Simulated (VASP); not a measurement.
# La2O3 (A-type lanthanum oxide) (P-3m1) in VASP: a series of runs

La2O3 (A-type lanthanum oxide) is run at these levels: LDA; tasks: single point, relaxation of cell and atoms.

Program: VASP 6.6.1. These are calculated values, not measurements. Logs are shortened: lines on timing, memory, paths and dates and some standing lists are left out, and cuts for length are marked.

**1. The cell of the first run**

The structure is trigonal, space group P-3m1 (No. 164). The conventional cell has a = 3.883 Å, b = 3.883 Å, c = 5.950 Å, α = 90.00°, β = 90.00°, γ = 120.00°. Within 3.1 Å of La (site symmetry 3m) lie 7 O at 2.33 to 2.67 Å. Within 3.1 Å of O (site symmetry 3m) lie 4 La at 2.33 to 2.40 Å and 6 O at 2.84 to 3.07 Å. Within 3.5 Å of O (site symmetry -3m) lie 6 La at 2.67 Å and 6 O at 3.07 Å.

**2. Single point, LDA**

The input, INCAR:

```
ALGO     = Normal         # electronic algorithm
EDIFF    = 1E-6           # SCF threshold, eV
ENCUT    = 520            # plane-wave cutoff, eV
GGA      = CA             # functional
ISIF     = 2              # what is computed and relaxed
ISMEAR   = 0              # smearing method
LASPH    = True           # aspherical terms in the spheres
LCHARG   = False          # write CHGCAR
LREAL    = False          # projectors in reciprocal space
LWAVE    = False          # write WAVECAR
NBANDS   = 28             # bands
NELM     = 80             # most SCF steps
PREC     = Accurate       # precision mode
SIGMA    = 0.01           # smearing width, eV
```

The input, KPOINTS:

```
k-points
0
Gamma
  6 6 4
```

The input, POSCAR:

```
La2O3
1.0
    3.8828741706      0.0000000000      0.0000000000
   -1.9414370853      3.3626676714      0.0000000000
    0.0000000000      0.0000000000      5.9503937270
La O
2 3
Direct
    0.3333333333      0.6666666667      0.2439707753
    0.6666666667      0.3333333333      0.7560292247
    0.3333333333      0.6666666667      0.6466019202
    0.6666666667      0.3333333333      0.3533980798
    0.0000000000      0.0000000000      0.0000000000
```

Potentials or basis: VASP PAW LDA potentials, release 64 (La, O).

Launch:

```
> cat potpaw_LDA.64/La/POTCAR potpaw_LDA.64/O/POTCAR > POTCAR
> mpirun -np 1 vasp_std > vasp.out
```

OUTCAR:

```text
EDIFF = 1E-6
   ENCUT = 520
   GGA = CA
   ISIF = 2
   ISMEAR = 0
   LASPH = True
   LREAL = False
   NELM = 80
   PREC = Accurate

 ion  position               nearest neighbor table
   1  0.333  0.667  0.244-   4 2.33   4 2.33   4 2.33   3 2.40   5 2.67   5 2.67   5 2.67   2 3.67
                             2 3.67   2 3.67
   2  0.667  0.333  0.756-   3 2.33   3 2.33   3 2.33   4 2.40   5 2.67   5 2.67   5 2.67   1 3.67
                             1 3.67   1 3.67
   3  0.333  0.667  0.647-   2 2.33   2 2.33   2 2.33   1 2.40
   4  0.667  0.333  0.353-   1 2.33   1 2.33   1 2.33   2 2.40
   5  0.000  0.000  0.000-   1 2.67   2 2.67   1 2.67   2 2.67   2 2.67   1 2.67

  LATTYP: Found a hexagonal cell.
 ALAT       =     3.8828741706
 C/A-ratio  =     1.5324714285

  Lattice vectors:

 A1 = (   3.8828741706,   0.0000000000,   0.0000000000)
 A2 = (  -1.9414370853,   3.3626676714,   0.0000000000)
 A3 = (   0.0000000000,   0.0000000000,   5.9503937270)

Analysis of symmetry for initial positions (statically):
=====================================================================
 Subroutine PRICEL returns:
 Original cell was already a primitive cell.

 Routine SETGRP: Setting up the symmetry group for a
 hexagonal supercell.

 Subroutine GETGRP returns: Found 12 space group operations
 (whereof 12 operations were pure point group operations)
 out of a pool of 24 trial point group operations.

The static configuration has the point symmetry D_3d.

Analysis of symmetry for dynamics (positions and initial velocities):
=====================================================================
 Subroutine PRICEL returns:
 Original cell was already a primitive cell.

 Routine SETGRP: Setting up the symmetry group for a
 hexagonal supercell.

 Subroutine GETGRP returns: Found 12 space group operations
 (whereof 12 operations were pure point group operations)
 out of a pool of 24 trial point group operations.

The dynamic configuration has the point symmetry D_3d.

 Subroutine INISYM returns: Found 12 space group operations
 (whereof 12 operations are pure point group operations),
 and found     1 'primitive' translations

----------------------------------------------------------------------------------------

                                     Primitive cell

  volume of cell :      77.6932

  direct lattice vectors                    reciprocal lattice vectors
     3.882874171  0.000000000  0.000000000     0.257541181  0.148691470  0.000000000
    -1.941437085  3.362667671  0.000000000     0.000000000  0.297382940  0.000000000
     0.000000000  0.000000000  5.950393727     0.000000000  0.000000000  0.168056106

  length of vectors
     3.882874171  3.882874171  5.950393727     0.297382940  0.297382940  0.168056106

  position of ions in fractional coordinates (direct lattice)
     0.333333333  0.666666667  0.243970775
     0.666666667  0.333333333  0.756029225
     0.333333333  0.666666667  0.646601920
     0.666666667  0.333333333  0.353398080
     0.000000000  0.000000000  0.000000000

  ion indices of the primitive-cell ions
   primitive index   ion index
                 1           1
                 2           2
                 3           3
                 4           4
                 5           5

----------------------------------------------------------------------------------------

 KPOINTS: k-points

Automatic generation of k-mesh.
 Grid dimensions read from file:
 generate k-points for:    6    6    4

 Generating k-lattice:

  Cartesian coordinates                     Fractional coordinates (reciprocal lattice)
     0.042923530  0.024781912  0.000000000     0.166666667  0.000000000  0.000000000
     0.000000000  0.049563823  0.000000000     0.000000000  0.166666667  0.000000000
     0.000000000  0.000000000  0.042014027     0.000000000  0.000000000  0.250000000

  Length of vectors
     0.049563823  0.049563823  0.042014027

  Shift w.r.t. Gamma in fractional coordinates (k-lattice)
     0.000000000  0.000000000  0.000000000

 Subroutine IBZKPT returns following result:
 ===========================================

 Found     24 irreducible k-points:

 Following reciprocal coordinates:
            Coordinates               Weight
  0.000000  0.000000  0.000000      1.000000
  0.166667  0.000000  0.000000      6.000000
  0.333333  0.000000  0.000000      6.000000
  0.500000  0.000000  0.000000      3.000000
  0.166667  0.166667  0.000000      6.000000
  0.333333  0.166667  0.000000     12.000000
[... 16 lines left out ...]
  0.333333  0.166667  0.500000     12.000000
  0.333333  0.333333  0.500000      2.000000
   k-points           NKPTS =     24   k-points in BZ     NKDIM =     24   number of bands    NBANDS=     28
   number of dos      NEDOS =    301   number of ions     NIONS =      5
   total plane-waves  NPLWV =  43200
   dimension x,y,z NGX =    30 NGY =   30 NGZ =   48
   dimension x,y,z NGXF=    60 NGYF=   60 NGZF=   96
   ions per type =               2   3
   NGX,Y,Z   is equivalent  to a cutoff of  12.84, 12.84, 13.41 a.u.
   NGXF,Y,Z  is equivalent  to a cutoff of  25.69, 25.69, 26.82 a.u.
 SYSTEM =  unknown system
   PREC   = accura    normal or accurate (medium, high low for compatibility)
   ISTART =      0    job   : 0-new  1-cont  2-samecut
   ICHARG =      2    charge: 1-file 2-atom 10-const
   ISPIN  =      1    spin polarized calculation?
   LNONCOLLINEAR =      F non collinear calculations
   LSORBIT =      F    spin-orbit coupling
   LASPH  =      T    aspherical Exc in radial PAW
   ENCUT  =  520.0 eV  38.22 Ry    6.18 a.u.   7.22  7.22 11.06*2*pi/ulx,y,z
   NELM   =     80;   NELMIN=  2; NELMDL= -5     # of ELM steps
   EDIFF  = 0.1E-05   stopping-criterion for ELM
   LREAL  =      F    real-space projection
   EDIFFG = 0.1E-04   stopping-criterion for IOM
   NSW    =      0    number of steps for IOM
   IBRION =     -1    ionic relax: 0-MD 1-quasi-New 2-CG
   NFREE  =      0    steps in history (QN), initial steepest desc. (CG)
   ISIF   =      2    stress and relaxation
   ISYM   =      2    0-nonsym 1-usesym 2-fastsym
   POTIM  = 0.5000    time-step for ionic-motion
   TEBEG  =    0.0;   TEEND  =   0.0 temperature during run
   PSTRESS=    0.0 pullay stress
   NELECT =      40.0000    total number of electrons
   NUPDOWN=      -1.0000    fix difference up-down
   EMIN   =  10.00;   EMAX   =-10.00  energy-range for DOS
   EFERMI =   0.00;   METHOD = LEGACY
   ISMEAR =     0;   SIGMA  =   0.01  broadening in eV -4-tet -1-fermi 0-gaus
   EFERMI_NEDOS =   21; number of points for ismear=-14 and -15
   IALGO  =     38    algorithm
   IMIX   =      4    mixing-type and parameters
     AMIX     =   0.40;   BMIX     =  1.00
     AMIX_MAG =   1.60;   BMIX_MAG =  1.00
  volume/ion in A,a.u.               =      15.54       104.86
  Fermi-wavevector in a.u.,A,eV,Ry     =   1.312101  2.479511 23.423903  1.721608
  Thomas-Fermi vector in A             =   2.442516
   LORBIT       =      0    0 simple, 1 ext, 2 COOP (PROOUT), +10 PAW based schemes
   GGA     = CA    functional components
   LHFCALC =     F    Hartree Fock is set to
   AEXX    =    0.0000 exact exchange contribution
   IVDW    =     0    specifies the selected vdW correction
   LEPSILON=     F    determine dielectric tensor
   LRPA    =     F    only Hartree local field effects (RPA)
 non-spin polarized calculation
 Gauss-broadening in eV      SIGMA  =   0.01
  energy-cutoff  :      520.00
  volume of cell :       77.69
 maximum number of plane-waves:      2134
 NGX is ok and might be reduce to    30
   NGX = 15   NGY = 15   NGZ = 23

 number of electron      39.9999990 magnetization

 Free energy of the ion-electron system (eV)
  ---------------------------------------------------
  ext. energy  EPLUGINS =         0.00000000
  ---------------------------------------------------
  free energy    TOTEN  =       -45.89761183 eV

  energy without entropy =      -45.89761183  energy(sigma->0) =      -45.89761183

 E-fermi :   6.2465     XC(G=0): -11.1865

 val. band max:        6.2043169540   @ k =   0.5000   0.0000   0.5000
 cond. band min:       9.9356790564   @ k =   0.3333   0.3333   0.0000
 fundamental gap:      3.7313621023
 Fermi energy:         6.2464967513

 k-point     1 :       0.0000    0.0000    0.0000
  band No.  band energies     occupation
      1     -23.3109      2.00000
      2     -22.9793      2.00000
      3     -10.7194      2.00000
      4      -9.2751      2.00000
      5      -8.8512      2.00000
      6      -6.8080      2.00000
[... 20 lines left out ...]
     27      11.6715      0.00000
     28      11.9499      0.00000

 k-point     2 :       0.1667    0.0000    0.0000
  band No.  band energies     occupation
      1     -23.2524      2.00000
      2     -22.9581      2.00000
      3     -10.6984      2.00000
      4      -9.8057      2.00000
      5      -9.2403      2.00000
      6      -6.9379      2.00000
[... 20 lines left out ...]
     27      11.8150      0.00000
     28      11.9050      0.00000

 k-point     3 :       0.3333    0.0000    0.0000
  band No.  band energies     occupation
      1     -23.1203      2.00000
      2     -22.9270      2.00000
      3     -10.8683      2.00000
      4     -10.6242      2.00000
      5      -9.3296      2.00000
      6      -7.1595      2.00000
[... 20 lines left out ...]
     27      11.7542      0.00000
     28      11.7704      0.00000

 k-point     4 :       0.5000    0.0000    0.0000
  band No.  band energies     occupation
      1     -23.0353      2.00000
      2     -22.9282      2.00000
      3     -11.0115      2.00000
      4     -10.9921      2.00000
      5      -9.0876      2.00000
      6      -7.5640      2.00000
[... 20 lines left out ...]
     27      11.6829      0.00000
     28      11.7195      0.00000

 k-point     5 :       0.1667    0.1667    0.0000
  band No.  band energies     occupation
      1     -23.1563      2.00000
      2     -22.9323      2.00000
      3     -10.7956      2.00000
      4     -10.3742      2.00000
      5      -9.4855      2.00000
      6      -7.2248      2.00000
[... 20 lines left out ...]
     27      11.7824      0.00000
     28      11.8151      0.00000

 k-point     6 :       0.3333    0.1667    0.0000
  band No.  band energies     occupation
      1     -23.0373      2.00000
      2     -22.9265      2.00000
      3     -10.9903      2.00000
      4     -10.8763      2.00000
      5      -9.4114      2.00000
      6      -7.4724      2.00000
[... 463 lines left out ...]
      5      -8.8962      2.00000
      6      -6.9903      2.00000
[... 20 lines left out ...]
     27      11.6623      0.00000
     28      11.6804      0.00000

 k-point    22 :       0.1667    0.1667    0.5000
  band No.  band energies     occupation
      1     -23.0539      2.00000
      2     -23.0375      2.00000
      3     -10.8944      2.00000
      4     -10.5269      2.00000
      5      -9.0624      2.00000
      6      -7.0231      2.00000
[... 20 lines left out ...]
     27      11.6943      0.00000
     28      11.8413      0.00000

 k-point    23 :       0.3333    0.1667    0.5000
  band No.  band energies     occupation
      1     -22.9865      2.00000
      2     -22.9762      2.00000
      3     -11.1649      2.00000
      4     -10.9452      2.00000
      5      -9.2157      2.00000
      6      -7.2574      2.00000
[... 20 lines left out ...]
     27      11.6948      0.00000
     28      11.7319      0.00000

 k-point    24 :       0.3333    0.3333    0.5000
  band No.  band energies     occupation
      1     -22.9597      2.00000
      2     -22.9597      2.00000
      3     -11.1015      2.00000
      4     -11.1015      2.00000
      5      -9.5337      2.00000
      6      -7.4955      2.00000
[... 20 lines left out ...]
     27      11.6907      0.00000
     28      11.7174      0.00000

------------------------ aborting loop because EDIFF is reached ----------------------------------------

  FORCE on cell =-STRESS in cart. coord.  units (eV):
  Direction    XX          YY          ZZ          XY          YZ          ZX
  --------------------------------------------------------------------------------------
  -------------------------------------------------------------------------------------
  Total       -0.0097285     -0.0097285     -0.0186560     -0.0000000     -0.0000000      0.0000000
  in kB       -0.2006189     -0.2006189     -0.3847207     -0.0000000     -0.0000000      0.0000000
  external PRESSURE =      -0.2619862 kB  Pullay stress =       0.0000000 kB

 VOLUME and BASIS-vectors are now :
 -----------------------------------------------------------------------------
  energy-cutoff  :      520.00
  volume of cell :       77.69
      direct lattice vectors                 reciprocal lattice vectors
     3.882874171  0.000000000  0.000000000     0.257541181  0.148691470  0.000000000
    -1.941437085  3.362667671  0.000000000     0.000000000  0.297382940  0.000000000
     0.000000000  0.000000000  5.950393727     0.000000000  0.000000000  0.168056106

 POSITION                                       TOTAL-FORCE (eV/Angst)
 -----------------------------------------------------------------------------------
     -0.00000      2.24178      1.45172        -0.000000      0.000000     -0.011979
      1.94144      1.12089      4.49867         0.000000      0.000000      0.011979
     -0.00000      2.24178      3.84754        -0.000000      0.000000     -0.000422
      1.94144      1.12089      2.10286         0.000000     -0.000000      0.000422
      0.00000      0.00000      0.00000         0.000000      0.000000      0.000000
 -----------------------------------------------------------------------------------
    total drift:                               -0.000000      0.000000     -0.000000

  FREE ENERGIE OF THE ION-ELECTRON SYSTEM (eV)
  ---------------------------------------------------
  free  energy   TOTEN  =       -45.8976118278 eV

  energy  without entropy=      -45.8976118278  energy(sigma->0) =      -45.89761183
```

It took 35 s on 1 thread of Intel Xeon 6975P-C (Granite Rapids), shared host; peak memory 0.2 GiB.

Results:

```
Free energy            : -45.8976 eV
Pressure               : 0.0 GPa
Largest force          : 0.012 eV/Å
Band gap on the k mesh : 3.73 eV, indirect (least direct gap 3.80 eV)
```

Forces in eV/Å, atoms in the order of the input:
```
La   0.000  0.000 -0.012
La   0.000  0.000  0.012
O    0.000  0.000  0.000
O    0.000  0.000  0.000
O    0.000  0.000  0.000
```

Caveat: spin-orbit coupling is left out, which moves the levels of the heavy elements.

**3. Relaxation of cell and atoms, LDA**

This run uses another cell than the first one, of 16.48 Å³/atom, 1.061 times its volume.

The input, INCAR:

```
SYSTEM = La2O3
  PREC = Accurate
  ENCUT = 600
  EDIFF = 1E-6
  ISMEAR = 0
  SIGMA = 0.01
  LREAL = .False.
  LASPH = .True.
  NELM = 60
  ALGO = Normal
  ISIF = 3
  LWAVE = .False.
  LCHARG = .False.
  IBRION = 2
  NSW = 100
  EDIFFG = -0.003
```

The input, KPOINTS:

```
regular mesh
0
Gamma
  6 6 4
  0 0 0
```

The input, POSCAR:

```
La2O3
1.0
    3.9380000000      0.0000000000      0.0000000000
   -1.9690000000      3.4104080401      0.0000000000
    0.0000000000      0.0000000000      6.1360000000
La O
2 3
Direct
    0.3333333333      0.6666666667      0.2454000000
    0.6666666667      0.3333333333      0.7546000000
    0.3333333333      0.6666666667      0.6471000000
    0.6666666667      0.3333333333      0.3529000000
    0.0000000000      0.0000000000      0.0000000000
```

Potentials or basis: VASP PAW LDA potentials, release 64 (La, O).

Launch:

```
> cat potpaw_LDA.64/La/POTCAR potpaw_LDA.64/O/POTCAR > POTCAR
> mpirun -np 1 vasp_std > vasp.out
```

Run time: 3.2 min. Hardware: 1 thread of Intel Xeon 6975P-C (Granite Rapids), shared host; peak memory 0.22 GiB.

The run converged. Its results:

* Free energy: -45.9135 eV
* Relaxed volume: 15.51 Å³/atom
* Relaxed cell: a = 3.882 Å, b = 3.882 Å, c = 5.941 Å, α = 90.00°, β = 90.00°, γ = 120.00°
* Space group after relaxing (to 0.05 Å): P-3m1 (No. 164)
* Energy gained by relaxing: 23.0 meV/atom
* Ionic steps: 13
* Pressure after relaxing: 0.0 GPa
* Band gap on the k mesh: 3.73 eV, indirect (least direct gap 3.80 eV)

Forces in eV/Å, atoms in the order of the input:
```
La   0.000  0.000  0.003
La   0.000  0.000 -0.003
O    0.000  0.000  0.000
O    0.000  0.000  0.000
O    0.000  0.000  0.000
```

The path:
```
step  energy change (eV)  largest force (eV/Å)  pressure (GPa)  volume (Å³)
   1              0.0000                0.2852           -7.48        82.41
   2              0.0456                0.9681           10.61        73.56
   3             -0.1062                0.2349           -0.25        78.21
   4             -0.1062                0.2465           -0.09        78.12
   5             -0.1130                0.0442            0.03        77.78
   6             -0.1138                0.0571            0.09        77.61
   7             -0.1147                0.0410           -0.08        77.66
   8             -0.1148                0.0426           -0.14        77.69
   9             -0.1150                0.0337            0.12        77.54
  10             -0.1150                0.0384            0.16        77.51
  11             -0.1151                0.0248            0.12        77.52
  12             -0.1152                0.0022            0.04        77.52
  13             -0.1152                0.0025            0.00        77.55
```

Final structure:
```cif
data_structure
_symmetry_space_group_name_H-M 'P 1'
_symmetry_Int_Tables_number 1
_cell_length_a 3.8823
_cell_length_b 3.8823
_cell_length_c 5.9410
_cell_angle_alpha 90.000
_cell_angle_beta 90.000
_cell_angle_gamma 120.000
_cell_volume 77.55
loop_
_atom_site_label
_atom_site_type_symbol
_atom_site_fract_x
_atom_site_fract_y
_atom_site_fract_z
_atom_site_occupancy
La1 La 0.33333 0.66667 0.24371 1
La2 La 0.66667 0.33333 0.75629 1
O1 O 0.33333 0.66667 0.64678 1
O2 O 0.66667 0.33333 0.35322 1
O3 O 0.00000 0.00000 0.00000 1
```

Levels at points of the mesh, in eV from the valence-band top:
| k point | band 16 | band 17 | band 18 | band 19 | band 20 | band 21 | band 22 | band 23 | band 24 |
| --- | --- | --- | --- | --- | --- | --- | --- | --- | --- |
| (0.00, 0.00, 0.00) | -2.15 | -1.85 | -0.49 | -0.49 | -0.21 | 4.27 | 4.48 | 4.48 | 5.37 |
| (0.50, 0.00, 0.00) | -0.78 | -0.77 | -0.69 | -0.43 | -0.34 | 3.78 | 4.71 | 5.25 | 5.26 |
| (0.00, 0.00, 0.50) | -2.04 | -1.12 | -0.94 | -0.36 | -0.36 | 4.67 | 4.67 | 4.68 | 5.09 |
| (0.50, 0.00, 0.50) | -1.03 | -0.98 | -0.82 | -0.38 | 0.00 | 4.42 | 4.61 | 5.10 | 5.27 |

Caveat: spin-orbit coupling is left out, which moves the levels of the heavy elements.
